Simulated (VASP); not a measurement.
# InO (P6/mmm) in VASP: a series of runs

The runs below take InO through single point, relaxation of cell and atoms, with PBE.

Everything below comes from runs of VASP 6.6.1. Logs are shortened: lines on timing, memory, paths and dates and some standing lists are left out, and cuts for length are marked.

## Step 1: The cell of the first run

Symmetry: P6/mmm, No. 191, hexagonal system. The conventional cell has a = 5.498 Å, b = 5.498 Å, c = 4.343 Å, α = 90.00°, β = 90.00°, γ = 120.00°. In (site symmetry mmm) has 2 O at 1.59 Å within 2.1 Å. O (site symmetry -6m2) has 3 In at 1.59 Å within 2.1 Å. Within 3.6 Å of O (site symmetry 6/mmm) lie 6 In at 2.75 Å and 6 O at 3.17 Å.

The cell was built from a structure type or drawn by symmetry, and may not be a known phase.

## Step 2: Single point, PBE, collinear spin, ferromagnetic start

File INCAR:

```
SYSTEM = InO
ALGO = Normal
EDIFF = 1E-6
ENCUT = 520
GGA = PE
ISIF = 2
ISMEAR = 0
ISPIN = 2
LASPH = .True.
LCHARG = .False.
LORBIT = 11
LREAL = .False.
LWAVE = .False.
MAGMOM = 0 0 0 1 1 1
NBANDS = 42
NELM = 150
PREC = Accurate
SIGMA = 0.1
```

File KPOINTS:

```
k-points
0
Gamma
  6 6 4
  0 0 0
```

File POSCAR:

```
InO
1.0
    5.4977100500      0.0000000000      0.0000000000
   -2.7488550200      4.7611565600      0.0000000000
    0.0000000000      0.0000000000      4.3430252800
In O
3 3
Direct
    0.5000000000      0.0000000000      0.0000000000
    0.0000000000      0.5000000000      0.0000000000
    0.5000000000      0.5000000000      0.0000000000
    0.3333333300      0.6666666700      0.0000000000
    0.6666666700      0.3333333300      0.0000000000
    0.0000000000      0.0000000000      0.0000000000
```

Potentials or basis: VASP PAW PBE potentials, release 64 (In_d, O).

Run with:

```bash
cat potpaw_PBE.64/In_d/POTCAR potpaw_PBE.64/O/POTCAR > POTCAR
mpirun -np 1 vasp_std > vasp.out
```

OUTCAR:

```text
SYSTEM = InO
   EDIFF = 1E-6
   ENCUT = 520
   GGA = PE
   ISIF = 2
   ISMEAR = 0
   ISPIN = 2
   LASPH = .True.
   LORBIT = 11
   LREAL = .False.
   NELM = 150
   PREC = Accurate

 ion  position               nearest neighbor table
   1  0.500  0.000  0.000-   4 1.59   5 1.59   3 2.75   3 2.75   2 2.75   2 2.75   6 2.75   6 2.75

   2  0.000  0.500  0.000-   4 1.59   5 1.59   6 2.75   6 2.75   1 2.75   1 2.75   3 2.75   3 2.75

   3  0.500  0.500  0.000-   4 1.59   5 1.59   1 2.75   1 2.75   6 2.75   6 2.75   2 2.75   2 2.75

   4  0.333  0.667  0.000-   1 1.59   2 1.59   3 1.59
   5  0.667  0.333  0.000-   1 1.59   2 1.59   3 1.59
   6  0.000  0.000  0.000-   2 2.75   2 2.75   3 2.75   3 2.75   1 2.75   1 2.75

  LATTYP: Found a hexagonal cell.
 ALAT       =     5.4977100500
 C/A-ratio  =     0.7899698675

  Lattice vectors:

 A1 = (   5.4977100500,   0.0000000000,   0.0000000000)
 A2 = (  -2.7488550200,   4.7611565600,   0.0000000000)
 A3 = (   0.0000000000,   0.0000000000,   4.3430252800)

Analysis of symmetry for initial positions (statically):
=====================================================================
 Subroutine PRICEL returns:
 Original cell was already a primitive cell.

 Routine SETGRP: Setting up the symmetry group for a
 hexagonal supercell.

 Subroutine GETGRP returns: Found 24 space group operations
 (whereof 24 operations were pure point group operations)
 out of a pool of 24 trial point group operations.

The static configuration has the point symmetry D_6h.

Analysis of symmetry for dynamics (positions and initial velocities):
=====================================================================
 Subroutine PRICEL returns:
 Original cell was already a primitive cell.

 Routine SETGRP: Setting up the symmetry group for a
 hexagonal supercell.

 Subroutine GETGRP returns: Found 24 space group operations
 (whereof 24 operations were pure point group operations)
 out of a pool of 24 trial point group operations.

The dynamic configuration has the point symmetry D_6h.

Analysis of structural, dynamic, and magnetic symmetry:
=====================================================================
 Subroutine PRICEL returns:
 Original cell was already a primitive cell.

 Routine SETGRP: Setting up the symmetry group for a
 hexagonal supercell.

 Subroutine GETGRP returns: Found 24 space group operations
[... 140 lines left out ...]
  energy-cutoff  :      520.00
  volume of cell :      113.68
 maximum number of plane-waves:      3082
 NGX is ok and might be reduce to    42
   NGX = 21   NGY = 21   NGZ = 17

 number of electron      56.9999949 magnetization      -0.0000416

 number of electron      56.9999949 magnetization       0.0000471

 Free energy of the ion-electron system (eV)
  ---------------------------------------------------
  ext. energy  EPLUGINS =         0.00000000
  ---------------------------------------------------
  free energy    TOTEN  =         0.97045077 eV

  energy without entropy =        0.97826433  energy(sigma->0) =        0.97435755

 E-fermi :   6.9616     XC(G=0):  -9.3983

 val. band max:        6.8627956129   @ k =   0.3333   0.1667   0.0000
 cond. band min:       6.9986724895   @ k =   0.5000   0.0000   0.5000
 fundamental gap:      0.1358768766
 Fermi energy:         6.9616182268

 spin component 1

 k-point     1 :       0.0000    0.0000    0.0000
  band No.  band energies     occupation
      1     -23.3256      1.00000
      2     -19.3681      1.00000
      3     -15.0619      1.00000
      4     -15.0619      1.00000
      5     -12.6695      1.00000
      6     -11.3500      1.00000
[... 892 lines left out ...]
     39      13.4423      0.00000
     40      17.4993      0.00000
 Fermi energy:         6.9616182268

 spin component 2

 k-point     1 :       0.0000    0.0000    0.0000
  band No.  band energies     occupation
      1     -23.3256      1.00000
      2     -19.3680      1.00000
      3     -15.0619      1.00000
      4     -15.0619      1.00000
      5     -12.6695      1.00000
      6     -11.3500      1.00000
[... 892 lines left out ...]
     39      13.4423      0.00000
     40      17.4992      0.00000
 [bands above 40 left out]

------------------------ aborting loop because EDIFF is reached ----------------------------------------

  FORCE on cell =-STRESS in cart. coord.  units (eV):
  Direction    XX          YY          ZZ          XY          YZ          ZX
  --------------------------------------------------------------------------------------
  -------------------------------------------------------------------------------------
  Total      107.2072139    107.2072136     -3.3670385      0.0000001      0.0000000     -0.0000000
  in kB     1510.9425128   1510.9425090    -47.4539111      0.0000016      0.0000000     -0.0000000
  external PRESSURE =     991.4770369 kB  Pullay stress =       0.0000000 kB

 VOLUME and BASIS-vectors are now :
 -----------------------------------------------------------------------------
  energy-cutoff  :      520.00
  volume of cell :      113.68
      direct lattice vectors                 reciprocal lattice vectors
     5.497710050  0.000000000  0.000000000     0.181893914  0.105016500  0.000000000
    -2.748855020  4.761156560  0.000000000     0.000000000  0.210033001  0.000000000
     0.000000000  0.000000000  4.343025280     0.000000000  0.000000000  0.230254243

 POSITION                                       TOTAL-FORCE (eV/Angst)
 -----------------------------------------------------------------------------------
      2.74886      0.00000      0.00000         0.000000      0.000000     -0.000000
     -1.37443      2.38058      0.00000         0.000000      0.000000     -0.000000
      1.37443      2.38058      0.00000         0.000000      0.000000     -0.000000
     -0.00000      3.17410      0.00000         0.000000      0.000000     -0.000000
      2.74886      1.58705      0.00000        -0.000000      0.000000      0.000000
      0.00000      0.00000      0.00000         0.000000      0.000000     -0.000000
 -----------------------------------------------------------------------------------
    total drift:                               -0.000000     -0.000000     -0.000000

  FREE ENERGIE OF THE ION-ELECTRON SYSTEM (eV)
  ---------------------------------------------------
  free  energy   TOTEN  =         0.9704507682 eV

  energy  without entropy=        0.9782643289  energy(sigma->0) =        0.97435755

 total charge

# of ion       s       p       d       tot
------------------------------------------
    1        1.063   1.273  10.423  12.759
    2        1.063   1.273  10.423  12.759
    3        1.063   1.273  10.423  12.759
    4        1.665   4.013   0.000   5.678
    5        1.665   4.013   0.000   5.678
    6        1.576   3.244   0.000   4.820
--------------------------------------------------
tot          8.096  15.088  31.268  54.452

 magnetization (x)

# of ion       s       p       d       tot
------------------------------------------
    1       -0.000  -0.000   0.000   0.000
    2       -0.000  -0.000   0.000   0.000
    3       -0.000  -0.000   0.000   0.000
    4       -0.000   0.000   0.000   0.000
    5       -0.000   0.000   0.000   0.000
    6        0.000  -0.000   0.000  -0.000
--------------------------------------------------
tot         -0.000  -0.000   0.000  -0.000
```

OSZICAR:

```text
N       E                     dE             d eps       ncg     rms          rms(c)
DAV:   1     0.753759538539E+03    0.75376E+03   -0.26717E+04  3604   0.180E+03
DAV:   2     0.120807682754E+03   -0.63295E+03   -0.59043E+03  3632   0.495E+02
DAV:   3    -0.764609323800E+00   -0.12157E+03   -0.11826E+03  3970   0.214E+02
DAV:   4    -0.851022732001E+01   -0.77456E+01   -0.76734E+01  4054   0.576E+01
DAV:   5    -0.877783106105E+01   -0.26760E+00   -0.26745E+00  4540   0.107E+01    0.445E+01
DAV:   6     0.705426007130E+00    0.94833E+01   -0.34105E+01  5510   0.737E+01    0.208E+01
DAV:   7     0.381150687450E+00   -0.32428E+00   -0.15205E+01  4814   0.233E+01    0.813E+00
DAV:   8     0.908394240052E+00    0.52724E+00   -0.23051E+00  5256   0.927E+00    0.373E+00
DAV:   9     0.955234361438E+00    0.46840E-01   -0.28609E-01  4654   0.359E+00    0.189E+00
DAV:  10     0.968359212071E+00    0.13125E-01   -0.38652E-02  5554   0.264E+00    0.972E-01
DAV:  11     0.969200004103E+00    0.84079E-03   -0.15514E-02  5178   0.100E+00    0.514E-01
DAV:  12     0.970540657818E+00    0.13407E-02   -0.36556E-03  5178   0.719E-01    0.145E-01
DAV:  13     0.970461942703E+00   -0.78715E-04   -0.15855E-03  4918   0.258E-01    0.522E-02
DAV:  14     0.970456345898E+00   -0.55968E-05   -0.87947E-05  4644   0.108E-01    0.370E-02
DAV:  15     0.970452675858E+00   -0.36700E-05   -0.23352E-05  4378   0.306E-02    0.717E-03
DAV:  16     0.970451329147E+00   -0.13467E-05   -0.32244E-06  3230   0.125E-02    0.267E-03
DAV:  17     0.970450768244E+00   -0.56090E-06   -0.44864E-07  2590   0.424E-03
   1 F= 0.97045077E+00 E0= 0.97435755E+00  d E =-.781356E-02  mag=    -0.0000
```

Run time: 5.6 min. Hardware: 1 thread of Intel Xeon 8259CL, shared host; peak memory 0.35 GiB.

What came out:

```
Free energy                                           : 0.9705 eV
Pressure                                              : 99.1 GPa
Net moment                                            : 0.00 μB per cell
Valence electrons inside the program's atomic spheres : In 12.76; O 5.68, 4.82 (each value once)
```

Stress tensor (GPa, compression positive):
```
151.09   0.00   0.00
  0.00 151.09   0.00
  0.00   0.00  -4.75
```

Caveat: the k points lie up to 0.36 Å⁻¹ apart; spin-orbit coupling is left out, which moves the levels of the heavy elements.

## Step 3: Single point, PBE

This run uses another cell than the first one, of 25.31 Å³/atom.

File INCAR:

```
PREC     = Accurate       # precision mode
ENCUT    = 520            # plane-wave cutoff, eV
EDIFF    = 1E-6           # SCF threshold, eV
ISMEAR   = 0              # smearing method
SIGMA    = 0.1            # smearing width, eV
LREAL    = F              # projectors in reciprocal space
LASPH    = T              # aspherical terms in the spheres
NELM     = 80             # most SCF steps
ALGO     = Normal         # electronic algorithm
ISIF     = 2              # what is computed and relaxed
LWAVE    = F              # write WAVECAR
LCHARG   = F              # write CHGCAR
GGA      = PE             # functional
NBANDS   = 38             # bands
```

File KPOINTS:

```
Automatic mesh
0
Gamma
  3 3 6
```

File POSCAR:

```
InO
1.0
    7.2654643291      0.0000000000      0.0000000000
   -3.6327321646      6.2920766793      0.0000000000
    0.0000000000      0.0000000000      3.3216477517
In O
3 3
Direct
    0.5000000000      0.0000000000      0.0000000000
    0.0000000000      0.5000000000      0.0000000000
    0.5000000000      0.5000000000      0.0000000000
    0.3333333333      0.6666666667      0.0000000000
    0.6666666667      0.3333333333      0.0000000000
    0.0000000000      0.0000000000      0.0000000000
```

Potentials or basis: VASP PAW PBE potentials, release 64 (In_d, O).

Run with:

```bash
cat potpaw_PBE.64/In_d/POTCAR potpaw_PBE.64/O/POTCAR > POTCAR
mpirun -np 1 vasp_std > vasp.out
```

It took 58 s on 1 thread of Intel Xeon 6975P-C (Granite Rapids), shared host; peak memory 0.28 GiB.

Results (log left out):

```
Free energy            : -21.9877 eV
Pressure               : 0.2 GPa
Band gap on the k mesh : zero (an odd number of electrons rules out a gap without spin polarisation)
```

Stress tensor (GPa, compression positive):
```
 0.36  0.00  0.00
 0.00  0.36  0.00
 0.00  0.00 -0.01
```

Levels at points of the mesh, in eV from the Fermi level:
| k point | band 24 | band 25 | band 26 | band 27 | band 28 | band 29 | band 30 | band 31 | band 32 | band 33 |
| --- | --- | --- | --- | --- | --- | --- | --- | --- | --- | --- |
| (0.00, 0.00, 0.00) | -3.10 | -2.62 | -0.97 | -0.97 | 0.19 | 0.19 | 0.27 | 1.86 | 1.86 | 3.13 |
| (0.00, 0.00, 0.50) | -3.72 | -1.47 | -0.85 | -0.43 | -0.43 | -0.01 | -0.01 | 0.81 | 2.27 | 2.27 |

Caveat: spin-orbit coupling is left out, which moves the levels of the heavy elements; an odd number of electrons without spin polarisation forces a metal; a magnetic or distorted state may lie lower.

[end of part 1 of 2]
